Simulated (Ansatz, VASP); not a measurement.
## NaLaMnMoO6 in VASP and in Ansatz

```
Na La Mn Mo O
1.0
    -2.72294    2.72294    3.89889
     2.72294   -2.72294    3.89889
     2.72294    2.72294   -3.89889
Na La Mn Mo O
1 1 1 1 6
Direct
  0.25148 0.74773 0.50779
  0.74962 0.24567 0.49018
  0.49871 0.49220 0.99556
  0.00311 0.00647 0.00219
  0.20516 0.29613 0.50409
  0.29794 0.79162 0.08428
  0.79108 0.70147 0.49041
  0.70061 0.19687 0.90707
  0.25545 0.25601 0.00354
  0.75112 0.75583 0.01080
```

Change from the starting cell: atoms moved at random, drawn with an rms of 0.05 Å.

Alike in both runs: task single point; functional PBE; k mesh 7 × 7 × 7; occupations fermi-dirac, width 0.05 eV; collinear spin, ferromagnetic start.

|  | VASP | Ansatz |
| --- | --- | --- |
| version | VASP 6.6.1 | Ansatz 0.2.0 |
| potentials or method | VASP PAW PBE potentials, release 64 (Na_pv, La, Mn_pv, Mo_sv, O) | Ansatz PAW |
| plane-wave cutoff (eV) | 520 | 420 |
| valence electrons in the cell | 81 | 85 |

Ansatz gave:

| Item | Value |
| --- | --- |
| gap on the k mesh at the Fermi level (eV) | none |
| pressure (GPa) | 0.2 |
| traceless stress, the component that is largest in VASP (GPa) | -0.66 |
| rms of the force components (eV/Å) | 0.287 |
| net moment per atom (μB) | 0.19 |
| size of the moment on the site where the two differ most (μB) | 2.18 |

**Question.** Which values does VASP return?

**Answer.** gap on the k mesh at the Fermi level (eV): none; pressure (GPa): 0.5; traceless stress, the component that is largest in VASP (GPa): -0.68; rms of the force components (eV/Å): 0.295; net moment per atom (μB): 0.19; size of the moment on the site where the two differ most (μB): 2.47.

Site moments also hang on the region over which each program counts them. Atom by atom the forces differ by 0.024 eV/Å (rms over components). A gap of «none» marks a metal or a gap that the smearing closes. VASP's potentials hold 81 valence electrons a cell and Ansatz's 85, so a difference there can come from the potentials and not from the codes.

Neither program's run includes spin-orbit coupling.
